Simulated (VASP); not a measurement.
# Al2O3 (P-3m1) in VASP: further runs, part 2 of 2

VASP 6.6.1.

## 5. Single point, PBEsol

This run uses another cell than the first one, of 9.96 Å³/atom.

File INCAR:

```
ALGO = Normal
EDIFF = 1E-6
ENCUT = 520
GGA = PS
ISIF = 2
ISMEAR = -1
LASPH = True
LCHARG = False
LREAL = False
LWAVE = False
NBANDS = 20
NELM = 60
PREC = Accurate
SIGMA = 0.02
```

File KPOINTS:

```
k-points
0
Gamma
  12 12 4
```

File POSCAR:

```
Al2O3
1.0
    2.8696049796      0.0000000000      0.0000000000
   -1.4348024898      2.4851508112      0.0000000000
    0.0000000000      0.0000000000      6.9862929819
Al O
2 3
Direct
    0.3333333333      0.6666666667      0.1949420496
    0.6666666667      0.3333333333      0.8050579504
    0.0000000000      0.0000000000      0.0000000000
    0.3333333333      0.6666666667      0.7079645358
    0.6666666667      0.3333333333      0.2920354642
```

Potentials or basis: VASP PAW PBE potentials, release 64 (Al, O).

On the command line:

```sh
cat potpaw_PBE.64/Al/POTCAR potpaw_PBE.64/O/POTCAR > POTCAR
mpirun -np 1 vasp_std > vasp.out
```

OUTCAR:

```text
EDIFF = 1E-6
   ENCUT = 520
   GGA = PS
   ISIF = 2
   ISMEAR = -1
   LASPH = True
   LREAL = False
   NELM = 60
   PREC = Accurate

 ion  position               nearest neighbor table
   1  0.333  0.667  0.195-   5 1.79   5 1.79   5 1.79   3 2.14   3 2.14   3 2.14   2 3.19   2 3.19
                             2 3.19
   2  0.667  0.333  0.805-   4 1.79   4 1.79   4 1.79   3 2.14   3 2.14   3 2.14   1 3.19   1 3.19
                             1 3.19
   3  0.000  0.000  0.000-   1 2.14   2 2.14   2 2.14   1 2.14   2 2.14   1 2.14
   4  0.333  0.667  0.708-   2 1.79   2 1.79   2 1.79
   5  0.667  0.333  0.292-   1 1.79   1 1.79   1 1.79

  LATTYP: Found a hexagonal cell.
 ALAT       =     2.8696049796
 C/A-ratio  =     2.4345835164

  Lattice vectors:

 A1 = (   2.8696049796,   0.0000000000,   0.0000000000)
 A2 = (  -1.4348024898,   2.4851508112,   0.0000000000)
 A3 = (   0.0000000000,   0.0000000000,   6.9862929819)

Analysis of symmetry for initial positions (statically):
=====================================================================
 Subroutine PRICEL returns:
 Original cell was already a primitive cell.

 Routine SETGRP: Setting up the symmetry group for a
 hexagonal supercell.

 Subroutine GETGRP returns: Found 12 space group operations
 (whereof 12 operations were pure point group operations)
 out of a pool of 24 trial point group operations.

The static configuration has the point symmetry D_3d.

Analysis of symmetry for dynamics (positions and initial velocities):
=====================================================================
 Subroutine PRICEL returns:
 Original cell was already a primitive cell.

 Routine SETGRP: Setting up the symmetry group for a
 hexagonal supercell.

 Subroutine GETGRP returns: Found 12 space group operations
 (whereof 12 operations were pure point group operations)
 out of a pool of 24 trial point group operations.

The dynamic configuration has the point symmetry D_3d.

 Subroutine INISYM returns: Found 12 space group operations
 (whereof 12 operations are pure point group operations),
 and found     1 'primitive' translations

----------------------------------------------------------------------------------------

                                     Primitive cell

  volume of cell :      49.8221

  direct lattice vectors                    reciprocal lattice vectors
     2.869604980  0.000000000  0.000000000     0.348480020  0.201195033  0.000000000
    -1.434802490  2.485150811  0.000000000     0.000000000  0.402390066  0.000000000
     0.000000000  0.000000000  6.986292982     0.000000000  0.000000000  0.143137427

  length of vectors
     2.869604980  2.869604980  6.986292982     0.402390066  0.402390066  0.143137427

  position of ions in fractional coordinates (direct lattice)
     0.333333333  0.666666667  0.194942050
     0.666666667  0.333333333  0.805057950
     0.000000000  0.000000000  0.000000000
     0.333333333  0.666666667  0.707964536
     0.666666667  0.333333333  0.292035464

  ion indices of the primitive-cell ions
   primitive index   ion index
                 1           1
                 2           2
                 3           3
                 4           4
                 5           5

[... 23 lines left out ...]

 Found     69 irreducible k-points:

 Following reciprocal coordinates:
            Coordinates               Weight
  0.000000  0.000000  0.000000      1.000000
  0.083333 -0.000000  0.000000      6.000000
  0.166667 -0.000000  0.000000      6.000000
  0.250000 -0.000000  0.000000      6.000000
  0.333333 -0.000000  0.000000      6.000000
  0.416667 -0.000000  0.000000      6.000000
[... 16 lines left out ...]
  0.166667 -0.000000  0.250000      6.000000
  0.000000  0.166667  0.250000      6.000000
 [... further k-points ...]
   k-points           NKPTS =     69   k-points in BZ     NKDIM =     69   number of bands    NBANDS=     20
   number of dos      NEDOS =    301   number of ions     NIONS =      5
   total plane-waves  NPLWV =  31104
   dimension x,y,z NGX =    24 NGY =   24 NGZ =   54
   dimension x,y,z NGXF=    48 NGYF=   48 NGZF=  108
   ions per type =               2   3
   NGX,Y,Z   is equivalent  to a cutoff of  13.90, 13.90, 12.85 a.u.
   NGXF,Y,Z  is equivalent  to a cutoff of  27.81, 27.81, 25.70 a.u.
 SYSTEM =  unknown system
   PREC   = accura    normal or accurate (medium, high low for compatibility)
   ISTART =      0    job   : 0-new  1-cont  2-samecut
   ICHARG =      2    charge: 1-file 2-atom 10-const
   ISPIN  =      1    spin polarized calculation?
   LNONCOLLINEAR =      F non collinear calculations
   LSORBIT =      F    spin-orbit coupling
   LASPH  =      T    aspherical Exc in radial PAW
   ENCUT  =  520.0 eV  38.22 Ry    6.18 a.u.   5.34  5.34 12.99*2*pi/ulx,y,z
   NELM   =     60;   NELMIN=  2; NELMDL= -5     # of ELM steps
   EDIFF  = 0.1E-05   stopping-criterion for ELM
   LREAL  =      F    real-space projection
   EDIFFG = 0.1E-04   stopping-criterion for IOM
   NSW    =      0    number of steps for IOM
   IBRION =     -1    ionic relax: 0-MD 1-quasi-New 2-CG
   NFREE  =      0    steps in history (QN), initial steepest desc. (CG)
   ISIF   =      2    stress and relaxation
   ISYM   =      2    0-nonsym 1-usesym 2-fastsym
   POTIM  = 0.5000    time-step for ionic-motion
   TEBEG  =    0.0;   TEEND  =   0.0 temperature during run
   PSTRESS=    0.0 pullay stress
   NELECT =      24.0000    total number of electrons
   NUPDOWN=      -1.0000    fix difference up-down
   EMIN   =  10.00;   EMAX   =-10.00  energy-range for DOS
   EFERMI =   0.00;   METHOD = LEGACY
   ISMEAR =    -1;   SIGMA  =   0.02  broadening in eV -4-tet -1-fermi 0-gaus
   EFERMI_NEDOS =   21; number of points for ismear=-14 and -15
   IALGO  =     38    algorithm
   IMIX   =      4    mixing-type and parameters
     AMIX     =   0.40;   BMIX     =  1.00
     AMIX_MAG =   1.60;   BMIX_MAG =  1.00
  volume/ion in A,a.u.               =       9.96        67.24
  Fermi-wavevector in a.u.,A,eV,Ry     =   1.283329  2.425140 22.407890  1.646933
  Thomas-Fermi vector in A             =   2.415588
   LORBIT       =      0    0 simple, 1 ext, 2 COOP (PROOUT), +10 PAW based schemes
   GGA     = PS    functional components
   LHFCALC =     F    Hartree Fock is set to
   AEXX    =    0.0000 exact exchange contribution
   IVDW    =     0    specifies the selected vdW correction
   LEPSILON=     F    determine dielectric tensor
   LRPA    =     F    only Hartree local field effects (RPA)
 non-spin polarized calculation
  energy-cutoff  :      520.00
  volume of cell :       49.82
 maximum number of plane-waves:      1382
 NGX is ok and might be reduce to    24
   NGX = 11   NGY = 11   NGZ = 25

 number of electron      23.9999996 magnetization

 Free energy of the ion-electron system (eV)
  ---------------------------------------------------
  ext. energy  EPLUGINS =         0.00000000
  ---------------------------------------------------
  free energy    TOTEN  =       -38.25034947 eV

  energy without entropy =      -38.25034947  energy(sigma->0) =      -38.25034947

 E-fermi :   4.7707     XC(G=0): -10.8503

 val. band max:        4.2608767734   @ k =   0.0833   0.0833   0.0000
 cond. band min:       8.9193108204   @ k =   0.0000   0.0000   0.0000
 fundamental gap:      4.6584340469
 Fermi energy:         4.7706578339

 k-point     1 :       0.0000    0.0000    0.0000
  band No.  band energies     occupation
      1     -14.9803      2.00000
      2     -13.5951      2.00000
      3     -12.5405      2.00000
      4      -1.0640      2.00000
      5       1.4335      2.00000
      6       2.4025      2.00000
[... 541 lines left out ...]
     19      18.3298      0.00000
     20      18.7934      0.00000

 [... further k-points ...]

------------------------ aborting loop because EDIFF is reached ----------------------------------------

  FORCE on cell =-STRESS in cart. coord.  units (eV):
  Direction    XX          YY          ZZ          XY          YZ          ZX
  --------------------------------------------------------------------------------------
  -------------------------------------------------------------------------------------
  Total        0.1620070      0.1620070     -0.0500531     -0.0000000      0.0000000     -0.0000000
  in kB        5.2098206      5.2098206     -1.6096078     -0.0000000      0.0000000     -0.0000000
  external PRESSURE =       2.9366778 kB  Pullay stress =       0.0000000 kB

 VOLUME and BASIS-vectors are now :
 -----------------------------------------------------------------------------
  energy-cutoff  :      520.00
  volume of cell :       49.82
      direct lattice vectors                 reciprocal lattice vectors
     2.869604980  0.000000000  0.000000000     0.348480020  0.201195033  0.000000000
    -1.434802490  2.485150811  0.000000000     0.000000000  0.402390066  0.000000000
     0.000000000  0.000000000  6.986292982     0.000000000  0.000000000  0.143137427

 POSITION                                       TOTAL-FORCE (eV/Angst)
 -----------------------------------------------------------------------------------
     -0.00000      1.65677      1.36192         0.000000     -0.000000      0.032584
      1.43480      0.82838      5.62437        -0.000000      0.000000     -0.032584
      0.00000      0.00000      0.00000        -0.000000      0.000000      0.000000
     -0.00000      1.65677      4.94605        -0.000000      0.000000      0.015289
      1.43480      0.82838      2.04025         0.000000     -0.000000     -0.015289
 -----------------------------------------------------------------------------------
    total drift:                                0.000000     -0.000000     -0.000000

  FREE ENERGIE OF THE ION-ELECTRON SYSTEM (eV)
  ---------------------------------------------------
  free  energy   TOTEN  =       -38.2503494671 eV

  energy  without entropy=      -38.2503494671  energy(sigma->0) =      -38.25034947
```

OSZICAR:

```text
N       E                     dE             d eps       ncg     rms          rms(c)
DAV:   1     0.873692951751E+02    0.87369E+02   -0.12324E+04  2768   0.111E+03
DAV:   2    -0.371527300133E+02   -0.12452E+03   -0.12043E+03  3328   0.237E+02
DAV:   3    -0.422825066970E+02   -0.51298E+01   -0.51123E+01  3684   0.483E+01
DAV:   4    -0.423161206630E+02   -0.33614E-01   -0.33606E-01  3436   0.428E+00
DAV:   5    -0.423165782657E+02   -0.45760E-03   -0.45760E-03  3452   0.487E-01    0.121E+01
DAV:   6    -0.383224595466E+02    0.39941E+01   -0.11611E+01  2964   0.252E+01    0.448E+00
DAV:   7    -0.382822687888E+02    0.40191E-01   -0.39925E-01  3268   0.446E+00    0.245E+00
DAV:   8    -0.382505676413E+02    0.31701E-01   -0.51773E-02  3332   0.209E+00    0.653E-01
DAV:   9    -0.382494862912E+02    0.10814E-02   -0.98705E-03  3756   0.102E+00    0.195E-01
DAV:  10    -0.382501411727E+02   -0.65488E-03   -0.20697E-03  3264   0.330E-01    0.155E-01
DAV:  11    -0.382503340673E+02   -0.19289E-03   -0.41161E-04  3392   0.203E-01    0.280E-02
DAV:  12    -0.382503454943E+02   -0.11427E-04   -0.67667E-05  3684   0.691E-02    0.128E-02
DAV:  13    -0.382503502333E+02   -0.47390E-05   -0.21022E-05  3208   0.319E-02    0.603E-03
DAV:  14    -0.382503494671E+02    0.76624E-06   -0.17359E-06  2816   0.120E-02
   1 F= -.38250349E+02 E0= -.38250349E+02  d E =-.172449E-12
```

stdout:

```text
POSCAR found type information on POSCAR AlO
 POSCAR found :  2 types and       5 ions
 scaLAPACK will be used
 -----------------------------------------------------------------------------
|                                                                             |
|                                                                             |
|     You enforced a specific xc type in the INCAR file but a different       |
|     I HOPE YOU KNOW WHAT YOU ARE DOING!                                     |
|                                                                             |
 -----------------------------------------------------------------------------

 LDA part: xc-table for (Slater+PW92), standard interpolation
 POSCAR, INCAR and KPOINTS ok, starting setup
 FFT: planning ... GRIDC
 FFT: planning ... GRID_SOFT
 FFT: planning ... GRID
 WAVECAR not read
 entering main loop
```

Wall time 30 s (1 thread of Intel Xeon 6975P-C (Granite Rapids), shared host); peak memory 0.2 GiB.

What came out:

| Item | Value |
| --- | --- |
| Free energy | -38.2503 eV |
| Pressure | 0.3 GPa |
| Largest force | 0.033 eV/Å |
| Band gap on the k mesh | 4.66 eV (least direct gap 4.73 eV) |

Forces in eV/Å, atoms in the order of the input:
```
Al   0.000  0.000  0.033
Al   0.000  0.000 -0.033
O    0.000  0.000  0.000
O    0.000  0.000  0.015
O    0.000  0.000 -0.015
```

Stress tensor (GPa, compression positive):
```
 0.52  0.00  0.00
 0.00  0.52  0.00
 0.00  0.00 -0.16
```

Caveat: the PAW data sets were made with another functional, which shifts forces and pressure a little.

## 6. Summary

| level | potentials or basis | cell | smearing | gap on the mesh (eV) | pressure (GPa) | largest force (eV/Å) |
| --- | --- | --- | --- | --- | --- | --- |
| LDA | VASP PAW LDA potentials, release 64 (Al, O) | a = 2.850, b = 2.850, c = 6.574 Å, angles 90.0, 90.0, 120.0°, 5 atoms, atomic positions A | fermi-dirac 0.02 eV | 4.72 | 1.0 | 0.04 |
| PBE | VASP PAW PBE potentials, release 64 (Al, O) | a = 2.864, b = 2.864, c = 6.833 Å, angles 90.0, 90.0, 120.0°, 5 atoms, atomic positions B | fermi-dirac 0.02 eV | 4.79 | 6.6 | 0.35 |
| LDA | VASP PAW LDA potentials, release 64 (Al, O) | a = 2.864, b = 2.864, c = 6.833 Å, angles 90.0, 90.0, 120.0°, 5 atoms, atomic positions B | gaussian 0.01 eV | 4.70 | -3.0 | 0.08 |
| PBEsol | VASP PAW PBE potentials, release 64 (Al, O) | a = 2.870, b = 2.870, c = 6.986 Å, angles 90.0, 90.0, 120.0°, 5 atoms, atomic positions C | fermi-dirac 0.02 eV | 4.66 | 0.3 | 0.03 |

Alike in all rows: task single point; no spin polarisation; k mesh 12 × 12 × 4; cutoff (eV) 520.

Caveats: the cell stands under pressure (at least some runs); the PAW data sets were made with another functional, which shifts forces and pressure a little (at least some runs).

Absolute energies hang on the potentials; compare differences alone.
